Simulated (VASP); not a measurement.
Set up this calculation in VASP 6.6.1, as the native input.

```
Task                   : single point
Functional             : PBE
Potentials or basis    : VASP PAW PBE potentials, release 64 (Mo_sv)
Cutoff                 : 520 eV
k mesh                 : 26 × 26 × 26
Occupations            : gaussian, width 0.15 eV
Spin                   : no spin polarisation
Dipole correction      : no
Further INCAR settings : ALGO = Fast; EDIFF = 1e-07; NBANDS = 13
```

The structure of Mo lies in POSCAR:

```
Mo
1.0
   -1.5802194356      1.5328128525      1.5802194356
    1.5802194356     -1.5328128525      1.5802194356
    1.5802194356      1.5328128525     -1.5802194356
Mo
1
Direct
    0.0000000000      0.0000000000      0.0000000000
```

This cell differs from its parent crystal: strain -0.0300 x Voigt [0, 1, 0, 0, 0, 0].

These files were run (other wordings do the same):

INCAR

```
PREC     = Accurate       # precision mode
ENCUT    = 520            # plane-wave cutoff, eV
EDIFF    = 1E-7           # SCF threshold, eV
ISMEAR   = 0              # smearing method
SIGMA    = 0.15           # smearing width, eV
LREAL    = False          # projectors in reciprocal space
LASPH    = True           # aspherical terms in the spheres
NELM     = 80             # most SCF steps
ALGO     = Fast           # electronic algorithm
ISIF     = 2              # what is computed and relaxed
LWAVE    = False          # write WAVECAR
LCHARG   = True           # write CHGCAR
GGA      = PE             # functional
LELF     = True           # ELF
LVHAR    = True         
NBANDS   = 13             # bands
```

KPOINTS

```
regular mesh
0
Gamma
  26 26 26
```

Potentials or basis: VASP PAW PBE potentials, release 64 (Mo_sv).

Command:

```sh
$ cat potpaw_PBE.64/Mo_sv/POTCAR > POTCAR
$ mpirun -np 1 vasp_std > vasp.out
```

Results of the run:

```json
{
 "Pressure": "9.3 GPa",
 "Band gap on the k mesh": "zero (band 7 reaches 17.00 eV, above the bottom of band 8 at 11.58 eV)"
}
```

Caveat: the cell differs from its parent crystal (strain -0.0300 x Voigt [0, 1, 0, 0, 0, 0]).

Run time: 94 s on 1 thread of Intel(R) Xeon(R) 6975P-C (Granite Rapids), with other jobs on the host, peak memory 0.33 GiB.
